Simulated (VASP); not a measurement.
# MnS (Fm-3m) in VASP: notebook

The runs below take MnS through single point, with PBEsol+U.

All numbers are computed with VASP 6.6.1; they aren't measurements. Logs are shortened: lines on timing, memory, paths and dates and some standing lists are left out, and cuts for length are marked.

### 1 The cell of the first run

Symmetry: Fm-3m, No. 225, cubic system. Conventional cell: a = 5.224 Å, b = 5.224 Å, c = 5.224 Å, α = 90.00°, β = 90.00°, γ = 90.00°. Within 3.4 Å of Mn (site symmetry m-3m) lie 6 S at 2.61 Å. Within 3.4 Å of S (site symmetry m-3m) lie 6 Mn at 2.61 Å.

### 2 Single point, PBEsol+U, collinear spin, ferromagnetic start

Contents of INCAR:

```
SYSTEM = MnS
PREC = Accurate ; ENCUT = 680
EDIFF = 1E-6 ; ISMEAR = 0
SIGMA = 0.05 ; LREAL = .False.
LASPH = .True. ; NELM = 200
ALGO = Normal ; ISIF = 2
LWAVE = .False. ; LCHARG = .False.
ISPIN = 2 ; MAGMOM = 4.47 4.47 0.13 0.13
LORBIT = 11 ; LMAXMIX = 4
LDAU = .True. ; LDAUTYPE = 1
LDAUL = 2 -1 ; LDAUU = 4 0
LDAUJ = 0.9 0 ; LDAUPRINT = 1
GGA = PS ; NBANDS = 33
GGA_COMPAT = .False.
```

Contents of KPOINTS:

```
regular mesh
0
Gamma
  6 6 6
  0 0 0
```

Contents of POSCAR:

```
MnS
1.0
    0.0000000000      2.6122498900      2.6122498900
    5.2244997800      2.6122498900      2.6122498900
    5.2244997800      5.2244997800      0.0000000000
Mn S
2 2
Direct
    0.0000000000      0.0000000000      0.0000000000
    0.0000000000      0.0000000000      0.5000000000
    0.5000000000      0.5000000000      0.0000000000
    0.5000000000      0.5000000000      0.5000000000
```

Potentials or basis: VASP PAW PBE potentials, release 64 (Mn_sv, S).

Launch:

```console
> cat potpaw_PBE.64/Mn_sv/POTCAR potpaw_PBE.64/S/POTCAR > POTCAR
> mpirun -np 1 vasp_std > vasp.out
```

OUTCAR:

```text
SYSTEM = MnS
   PREC = Accurate
   ENCUT = 680
   EDIFF = 1E-6
   ISMEAR = 0
   LREAL = .False.
   LASPH = .True.
   NELM = 200
   ISIF = 2
   ISPIN = 2
   LORBIT = 11
   GGA = PS

 ion  position               nearest neighbor table
   1  0.000  0.000  0.000-   4 2.61   3 2.61   4 2.61   3 2.61   4 2.61   4 2.61
   2  0.000  0.000  0.500-   3 2.61   3 2.61   4 2.61   4 2.61   3 2.61   3 2.61
   3  0.500  0.500  0.000-   2 2.61   1 2.61   2 2.61   1 2.61   2 2.61   2 2.61
   4  0.500  0.500  0.500-   1 2.61   1 2.61   2 2.61   2 2.61   1 2.61   1 2.61

  LATTYP: Found a simple tetragonal cell.
 ALAT       =     3.6942792227
 C/A-ratio  =     1.4142135624

  Lattice vectors:

 A1 = (   0.0000000000,  -2.6122498900,   2.6122498900)
 A2 = (   0.0000000000,  -2.6122498900,  -2.6122498900)
 A3 = (   5.2244997800,   0.0000000000,   0.0000000000)

Analysis of symmetry for initial positions (statically):
=====================================================================
 Subroutine PRICEL returns following result:

  LATTYP: Found a face centered cubic cell.
 ALAT       =     5.2244997800
[... 12 lines left out ...]
 Subroutine GETGRP returns: Found 16 space group operations
 (whereof 16 operations were pure point group operations)
 out of a pool of 16 trial point group operations.

The static configuration has the point symmetry D_4h.

Analysis of symmetry for dynamics (positions and initial velocities):
=====================================================================
 Subroutine PRICEL returns following result:

  LATTYP: Found a face centered cubic cell.
 ALAT       =     5.2244997800
[... 12 lines left out ...]
 Subroutine GETGRP returns: Found 16 space group operations
 (whereof 16 operations were pure point group operations)
 out of a pool of 16 trial point group operations.

The dynamic configuration has the point symmetry D_4h.

Analysis of structural, dynamic, and magnetic symmetry:
=====================================================================
 Subroutine PRICEL returns following result:

  LATTYP: Found a face centered cubic cell.
 ALAT       =     5.2244997800
[... 12 lines left out ...]
 Subroutine GETGRP returns: Found 16 space group operations
 (whereof 16 operations were pure point group operations)
 out of a pool of 16 trial point group operations.

The overall configuration has the point symmetry D_4h.

 Subroutine INISYM returns: Found 16 space group operations
 (whereof 16 operations are pure point group operations),
 and found     2 'primitive' translations

----------------------------------------------------------------------------------------

                                     Primitive cell

  volume of cell :      35.6512

  direct lattice vectors                    reciprocal lattice vectors
    -2.612249890  2.612249890 -0.000000000    -0.191405884  0.191405884 -0.191405884
    -2.612249890  0.000000000  2.612249890    -0.191405884 -0.191405884  0.191405884
     0.000000000  2.612249890  2.612249890     0.191405884  0.191405884  0.191405884

  length of vectors
     3.694279223  3.694279223  3.694279223     0.331524716  0.331524716  0.331524716

  position of ions in fractional coordinates (direct lattice)
     0.000000000  0.000000000  0.000000000
     0.500000000  0.500000000  0.500000000

  ion indices of the primitive-cell ions
   primitive index   ion index
                 1           1
                 2           3

----------------------------------------------------------------------------------------

 KPOINTS: regular mesh

[... 128 lines left out ...]
  0.0000 -0.0000  0.0000  0.0135  0.0000
  0.0000  0.0000  0.0000  0.0000  0.0657

 occupancies and eigenvectors

  o =  0.0134  v =  0.0000  0.0000  0.0000  0.0000  0.0000  0.0000 -1.0000  0.0000  0.0000  0.0000      0.0000  0.0000  0.0000  0.0000  0.0000  0.0000  0.0000  0.0000  0.0000  0.0000
  o =  0.0135  v =  0.0000  0.0000  0.0000  0.0000  0.0000  1.0000  0.0000 -0.0000 -0.0096 -0.0000      0.0000  0.0000  0.0000  0.0000  0.0000  0.0000  0.0000  0.0000  0.0000  0.0000
  o =  0.0135  v =  0.0000  0.0000  0.0000  0.0000  0.0000 -0.0096 -0.0000  0.0000 -1.0000  0.0000      0.0000  0.0000  0.0000  0.0000  0.0000  0.0000  0.0000  0.0000  0.0000  0.0000
  o =  0.0657  v =  0.0000  0.0000  0.0000  0.0000  0.0000 -0.0000 -0.0000  0.5000 -0.0000 -0.8660      0.0000  0.0000  0.0000  0.0000  0.0000  0.0000  0.0000  0.0000  0.0000  0.0000
  o =  0.0658  v =  0.0000  0.0000  0.0000  0.0000  0.0000  0.0000 -0.0000  0.8660  0.0000  0.5000      0.0000  0.0000  0.0000  0.0000  0.0000  0.0000  0.0000  0.0000  0.0000  0.0000
  o =  0.8967  v =  0.0000 -1.0000 -0.0000 -0.0000 -0.0000  0.0000  0.0000  0.0000  0.0000  0.0000      0.0000  0.0000  0.0000  0.0000  0.0000  0.0000  0.0000  0.0000  0.0000  0.0000
[... 8 lines left out ...]

spin component  1

  0.8967 -0.0000 -0.0000  0.0000 -0.0000
 -0.0000  0.8967 -0.0000  0.0000  0.0000
 -0.0000 -0.0000  0.9149 -0.0000  0.0001
  0.0000  0.0000 -0.0000  0.8967  0.0000
 -0.0000  0.0000  0.0001  0.0000  0.9147

spin component  2

  0.0135  0.0000  0.0000 -0.0000  0.0000
  0.0000  0.0134  0.0000 -0.0000 -0.0000
  0.0000  0.0000  0.0657  0.0000  0.0000
 -0.0000 -0.0000  0.0000  0.0135 -0.0000
  0.0000 -0.0000  0.0000 -0.0000  0.0657

 occupancies and eigenvectors

  o =  0.0134  v =  0.0000  0.0000  0.0000  0.0000  0.0000  0.0000  1.0000  0.0000  0.0000 -0.0000      0.0000  0.0000  0.0000  0.0000  0.0000  0.0000  0.0000  0.0000  0.0000  0.0000
  o =  0.0135  v =  0.0000  0.0000  0.0000  0.0000  0.0000  0.0000 -0.0000 -0.0000  1.0000 -0.0000      0.0000  0.0000  0.0000  0.0000  0.0000  0.0000  0.0000  0.0000  0.0000  0.0000
  o =  0.0135  v =  0.0000  0.0000  0.0000  0.0000  0.0000  1.0000  0.0000  0.0000  0.0000  0.0000      0.0000  0.0000  0.0000  0.0000  0.0000  0.0000  0.0000  0.0000  0.0000  0.0000
  o =  0.0657  v =  0.0000  0.0000  0.0000  0.0000  0.0000  0.0000  0.0000  0.5000 -0.0000 -0.8660      0.0000  0.0000  0.0000  0.0000  0.0000  0.0000  0.0000  0.0000  0.0000  0.0000
  o =  0.0658  v =  0.0000  0.0000  0.0000  0.0000  0.0000  0.0000 -0.0000  0.8660  0.0000  0.5000      0.0000  0.0000  0.0000  0.0000  0.0000  0.0000  0.0000  0.0000  0.0000  0.0000
  o =  0.8967  v =  0.0000 -1.0000 -0.0000 -0.0000  0.0000  0.0000  0.0000  0.0000  0.0000  0.0000      0.0000  0.0000  0.0000  0.0000  0.0000  0.0000  0.0000  0.0000  0.0000  0.0000
  o =  0.8967  v =  0.0000 -0.0000 -0.0000  1.0000 -0.0000  0.0000  0.0000  0.0000  0.0000  0.0000      0.0000  0.0000  0.0000  0.0000  0.0000  0.0000  0.0000  0.0000  0.0000  0.0000
  o =  0.8967  v =  1.0000  0.0000  0.0000  0.0000  0.0000  0.0000  0.0000  0.0000  0.0000  0.0000      0.0000  0.0000  0.0000  0.0000  0.0000  0.0000  0.0000  0.0000  0.0000  0.0000
  o =  0.9147  v =  0.0000  0.0000 -0.5000 -0.0000  0.8660  0.0000  0.0000  0.0000  0.0000  0.0000      0.0000  0.0000  0.0000  0.0000  0.0000  0.0000  0.0000  0.0000  0.0000  0.0000
  o =  0.9149  v =  0.0000 -0.0000  0.8660  0.0000  0.5000  0.0000  0.0000  0.0000  0.0000  0.0000      0.0000  0.0000  0.0000  0.0000  0.0000  0.0000  0.0000  0.0000  0.0000  0.0000

 number of electron      41.9999993 magnetization       9.9931432

 Free energy of the ion-electron system (eV)
  ---------------------------------------------------
  ext. energy  EPLUGINS =         0.00000000
  ---------------------------------------------------
  free energy    TOTEN  =       -27.59107675 eV

  energy without entropy =      -27.59068583  energy(sigma->0) =      -27.59088129

 E-fermi :   7.4952     XC(G=0): -10.7714

 val. band max:        7.4488278327   @ k =   0.5000   0.0000   0.0000
 cond. band min:       7.5180434557   @ k =   0.5000   0.5000   0.0000
 fundamental gap:      0.0692156229
 Fermi energy:         7.4952076471

 spin component 1

 k-point     1 :       0.0000    0.0000    0.0000
  band No.  band energies     occupation
      1     -74.2951      1.00000
      2     -74.2944      1.00000
      3     -43.1696      1.00000
      4     -43.1654      1.00000
      5     -43.1654      1.00000
      6     -43.1626      1.00000
[... 1721 lines left out ...]
     32      15.6727      0.00000
     33      16.6527      0.00000

 [... further k-points ...]
[... 5 lines left out ...]
  --------------------------------------------------------------------------------------
  -------------------------------------------------------------------------------------
  Total       -0.7056819     -0.6751244     -0.6751244     -0.0000000      0.0000000      0.0000000
  in kB      -15.8567950    -15.1701633    -15.1701633     -0.0000000      0.0000000      0.0000000
  external PRESSURE =     -15.3990405 kB  Pullay stress =       0.0000000 kB

 VOLUME and BASIS-vectors are now :
 -----------------------------------------------------------------------------
  energy-cutoff  :      680.00
  volume of cell :       71.30
      direct lattice vectors                 reciprocal lattice vectors
     0.000000000  2.612249890  2.612249890    -0.191405884  0.191405884  0.191405884
     5.224499780  2.612249890  2.612249890     0.191405884 -0.191405884  0.191405884
     5.224499780  5.224499780  0.000000000     0.000000000  0.191405884 -0.191405884

 POSITION                                       TOTAL-FORCE (eV/Angst)
 -----------------------------------------------------------------------------------
      0.00000      0.00000      0.00000         0.000000     -0.000000     -0.000000
      2.61225      2.61225      0.00000        -0.000000     -0.000000     -0.000000
      2.61225      2.61225      2.61225         0.000000      0.000000     -0.000000
      5.22450      5.22450      2.61225         0.000000      0.000000      0.000000
 -----------------------------------------------------------------------------------
    total drift:                                0.000000      0.000000     -0.000000

  FREE ENERGIE OF THE ION-ELECTRON SYSTEM (eV)
  ---------------------------------------------------
  free  energy   TOTEN  =       -27.5910767480 eV

  energy  without entropy=      -27.5906858303  energy(sigma->0) =      -27.59088129

 total charge

# of ion       s       p       d       tot
------------------------------------------
    1        2.127   6.010   4.670  12.807
    2        2.127   6.010   4.670  12.807
    3        1.316   2.423   0.000   3.739
    4        1.316   2.423   0.000   3.739
--------------------------------------------------
tot          6.886  16.866   9.340  33.093

 magnetization (x)

# of ion       s       p       d       tot
------------------------------------------
    1        0.034   0.018   4.332   4.384
    2        0.034   0.018   4.332   4.384
    3        0.022   0.079   0.000   0.102
    4        0.022   0.079   0.000   0.102
--------------------------------------------------
tot          0.113   0.196   8.664   8.972
```

It took 6.7 min on 1 thread of Intel Xeon Platinum 8375C at 2.90GHz (Ice Lake), shared host; peak memory 0.52 GiB.

What came out:

```
Free energy                                           : -27.5911 eV
Pressure                                              : -1.5 GPa
Band gap on the k mesh                                : 0.07 eV
Net moment                                            : 9.99 μB per cell
Site moments                                          : Mn +4.38; S +0.10 μB
Valence electrons inside the program's atomic spheres : Mn 12.81; S 3.74
```

Levels at points of the mesh, in eV from the valence-band top:
Spin up:
```tsv
k point	band 22	band 23	band 24	band 25	band 26	band 27	band 28	band 29	band 30	band 31
(0.00, 0.00, 0.00)	-3.29	-3.29	-1.63	-1.63	-1.63	0.78	1.66	5.11	8.39	8.39
(0.50, 0.00, 0.00)	-3.52	0.00	0.00	0.00	0.00	2.76	2.76	5.35	5.35	5.35
(0.50, 0.50, 0.00)	-3.45	-3.29	-3.29	-3.29	-3.29	0.78	0.78	5.11	5.11	10.12
(0.00, 0.00, 0.50)	-3.18	-2.70	-2.70	-0.20	-0.20	4.14	4.14	6.20	6.22	6.49
(0.50, 0.00, 0.50)	-3.52	-3.52	-3.52	-2.72	-2.72	4.05	4.05	6.59	6.59	7.06
(0.00, 0.50, 0.50)	-2.29	-2.17	-2.17	-2.17	-2.17	3.59	3.59	6.02	6.02	6.59
```
Spin down:
| k point | band 13 | band 14 | band 15 | band 16 | band 17 | band 18 | band 19 | band 20 |
| --- | --- | --- | --- | --- | --- | --- | --- | --- |
| (0.00, 0.00, 0.00) | -2.94 | -1.38 | -1.38 | -1.38 | 0.07 | 1.51 | 1.51 | 1.51 |
| (0.50, 0.00, 0.00) | -2.87 | -2.87 | -2.86 | -2.86 | 2.74 | 2.74 | 2.74 | 2.74 |
| (0.50, 0.50, 0.00) | -2.94 | -2.94 | -2.94 | -2.94 | 0.07 | 0.07 | 2.08 | 2.08 |
| (0.00, 0.00, 0.50) | -3.75 | -3.75 | -2.82 | -2.82 | 2.29 | 2.29 | 2.38 | 2.38 |
| (0.50, 0.00, 0.50) | -4.52 | -4.52 | -3.85 | -3.85 | 2.19 | 2.19 | 2.26 | 2.26 |
| (0.00, 0.50, 0.50) | -2.38 | -2.38 | -2.38 | -2.38 | 0.73 | 0.73 | 1.82 | 1.82 |

Eigenvalues of the final occupation matrices:
| site | spin | trace | eigenvalues |
| --- | --- | --- | --- |
| site 1 d | 1 | 4.52 | 0.90 0.90 0.90 0.91 0.91 |
| site 1 d | 2 | 0.17 | 0.01 0.01 0.01 0.07 0.07 |
| site 2 d | 1 | 4.52 | 0.90 0.90 0.90 0.91 0.91 |
| site 2 d | 2 | 0.17 | 0.01 0.01 0.01 0.07 0.07 |

Caveat: the PAW data sets were made with another functional, which shifts forces and pressure a little; the run started ferromagnetic, and an antiferromagnetic order may lie lower in energy.

### 3 Single point, PBEsol+U, collinear spin

Contents of INCAR:

```
ALGO     = Normal         # electronic algorithm
EDIFF    = 1E-6           # SCF threshold, eV
ENCUT    = 680            # plane-wave cutoff, eV
GGA      = PS             # functional
GGA_COMPAT= False        
ISIF     = 2              # what is computed and relaxed
ISMEAR   = 0              # smearing method
ISPIN    = 2              # spin polarisation
LASPH    = True           # aspherical terms in the spheres
LCHARG   = True           # write CHGCAR
LDAU     = True           # DFT+U
LDAUJ    = 0.9 0        
LDAUL    = 2 -1           # shell
LDAUPRINT= 1            
LDAUTYPE = 1            
LDAUU    = 4 0            # U, eV
LELF     = True           # ELF
LMAXMIX  = 4              # l up to which the mixer works
LORBIT   = 11             # projections on sites
LREAL    = False          # projectors in reciprocal space
LVHAR    = True         
LWAVE    = False          # write WAVECAR
MAGMOM   = 4.2 4.2 -0.23 -0.23 # initial moments
NBANDS   = 33             # bands
NELM     = 200            # most SCF steps
NUPDOWN  = 7.5            # fixed moment
PREC     = Accurate       # precision mode
SIGMA    = 0.05           # smearing width, eV
```

Contents of KPOINTS:

```
k-points
0
Gamma
  6 6 6
```

POSCAR is that of step 2.

Potentials or basis: VASP PAW PBE potentials, release 64 (Mn_sv, S).

Launch:

```console
> cat potpaw_PBE.64/Mn_sv/POTCAR potpaw_PBE.64/S/POTCAR > POTCAR
> mpirun -np 1 vasp_std > vasp.out
```

Run time: 5.7 min. Hardware: 1 thread of AMD EPYC 9R45 (Zen 5), shared host; peak memory 0.48 GiB.

The run converged. Its results:

* Free energy: -25.5042 eV
* Pressure: -13.9 GPa
* Net moment: 7.50 μB per cell
* Site moments: Mn +3.75; S -0.15 μB
* Valence electrons inside the program's atomic spheres: Mn 12.84; S 3.64

Stress tensor (GPa, compression positive):
```
-14.19   0.00   0.00
  0.00 -13.77   0.00
  0.00   0.00 -13.77
```

Eigenvalues of the final occupation matrices:
```csv
site,spin,trace,eigenvalues
site 1 d,1,4.23,0.78 0.79 0.89 0.89 0.89
site 1 d,2,0.51,0.06 0.06 0.11 0.14 0.14
site 2 d,1,4.23,0.78 0.79 0.89 0.89 0.89
site 2 d,2,0.51,0.06 0.06 0.11 0.14 0.14
```

Caveat: the cell stands under tension; the PAW data sets were made with another functional, which shifts forces and pressure a little; the total moment is fixed, so each spin has its own Fermi level and the state may be an excited one.

### 4 Single point, PBEsol+U, collinear spin, antiferromagnetic start

Contents of INCAR:

```
ALGO     = Normal         # electronic algorithm
EDIFF    = 1E-6           # SCF threshold, eV
ENCUT    = 680            # plane-wave cutoff, eV
GGA      = PS             # functional
GGA_COMPAT= F            
ISIF     = 2              # what is computed and relaxed
ISMEAR   = 0              # smearing method
ISPIN    = 2              # spin polarisation
LASPH    = T              # aspherical terms in the spheres
LCHARG   = F              # write CHGCAR
LDAU     = T              # DFT+U
LDAUJ    = 0.9 0        
LDAUL    = 2 -1           # shell
LDAUPRINT= 1            
LDAUTYPE = 1            
LDAUU    = 4 0            # U, eV
LMAXMIX  = 4              # l up to which the mixer works
LORBIT   = 11             # projections on sites
LREAL    = F              # projectors in reciprocal space
LWAVE    = F              # write WAVECAR
MAGMOM   = 4.89 -4.89 -0.05 0.05 # initial moments
NBANDS   = 33             # bands
NELM     = 200            # most SCF steps
PREC     = Accurate       # precision mode
SIGMA    = 0.05           # smearing width, eV
```

KPOINTS is that of step 3.

POSCAR is that of step 3.

Launch:

```console
> cat potpaw_PBE.64/Mn_sv/POTCAR potpaw_PBE.64/S/POTCAR > POTCAR
> mpirun -np 1 vasp_std > vasp.out
```

Run time: 5.9 min. Hardware: 1 thread of AMD EPYC 9R14 (Zen 4), shared host; peak memory 0.49 GiB.

The run converged. Its results:

- Free energy: -27.6410 eV
- Pressure: -2.3 GPa
- Band gap on the k mesh: 0.72 eV
- Net moment: 0.00 μB per cell
- Site moments: Mn +4.36, -4.36; S -0.03, +0.03 μB
- Valence electrons inside the program's atomic spheres: Mn 12.80; S 3.74

Levels at points of the mesh, in eV from the valence-band top:
Spin up:
```tsv
k point	band 17	band 18	band 19	band 20	band 21	band 22	band 23	band 24	band 25	band 26
(0.00, 0.00, 0.00)	-3.09	-3.09	-1.48	-1.48	-1.48	0.72	1.15	1.80	2.22	2.22
(0.50, 0.00, 0.00)	-3.74	-2.71	-2.48	-0.22	0.00	2.78	2.80	2.92	2.98	3.14
(0.50, 0.50, 0.00)	-3.62	-3.14	-3.08	-3.08	-3.03	0.78	1.31	1.31	2.16	2.46
(0.00, 0.00, 0.50)	-3.95	-3.14	-2.87	-2.52	-0.10	2.25	2.36	2.62	2.77	4.24
(0.50, 0.00, 0.50)	-3.92	-3.60	-3.34	-3.34	-2.65	2.18	2.23	2.23	2.79	3.05
(0.00, 0.50, 0.50)	-2.59	-2.59	-2.22	-1.94	-1.94	0.72	1.80	2.46	2.75	2.75
```
Spin down:
```
           k point  band 19  band 20  band 21  band 22  band 23  band 24
(0.00, 0.00, 0.00)    -1.48    -1.48    -1.48     0.72     1.15     1.80
(0.50, 0.00, 0.00)    -2.48    -0.22     0.00     2.78     2.80     2.92
(0.50, 0.50, 0.00)    -3.08    -3.08    -3.03     0.78     1.31     1.31
(0.00, 0.00, 0.50)    -2.87    -2.52    -0.10     2.25     2.36     2.62
(0.50, 0.00, 0.50)    -3.34    -3.34    -2.65     2.18     2.23     2.23
(0.00, 0.50, 0.50)    -2.22    -1.94    -1.94     0.72     1.80     2.46
```

Eigenvalues of the final occupation matrices:
```
    site  spin  trace               eigenvalues
site 1 d     1   4.51  0.89 0.89 0.90 0.91 0.91
site 1 d     2   0.18  0.01 0.02 0.02 0.07 0.07
site 2 d     1   0.18  0.01 0.02 0.02 0.07 0.07
site 2 d     2   4.51  0.89 0.89 0.90 0.91 0.91
```

Caveat: the antiferromagnetic order is the one typed at the start, and another may lie lower; the PAW data sets were made with another functional, which shifts forces and pressure a little. A k mesh can miss the band edges.

### 5 Summary

```tsv
spin	fixed moment (μB)	gap on the mesh (eV)	pressure (GPa)	moment (μB)
collinear, ferromagnetic start	-	0.07	-1.5	9.99
collinear	7.5	-	-13.9	7.50
collinear, antiferromagnetic start	-	0.72	-2.3	0.00
```

Alike in all rows: task single point; level PBEsol+U; potentials or basis VASP PAW PBE potentials, release 64 (Mn_sv, S); Mn d U = 4.0 eV, J = 0.9 eV; cell as given; k mesh 6 × 6 × 6; cutoff (eV) 680; smearing gaussian 0.05 eV.

Caveats: the PAW data sets were made with another functional, which shifts forces and pressure a little; the run started ferromagnetic, and an antiferromagnetic order may lie lower in energy (at least some runs); the cell stands under tension (at least some runs); the total moment is fixed, so each spin has its own Fermi level and the state may be an excited one (at least some runs); the antiferromagnetic order is the one typed at the start, and another may lie lower (at least some runs).

Absolute energies hang on the potentials; compare differences alone.
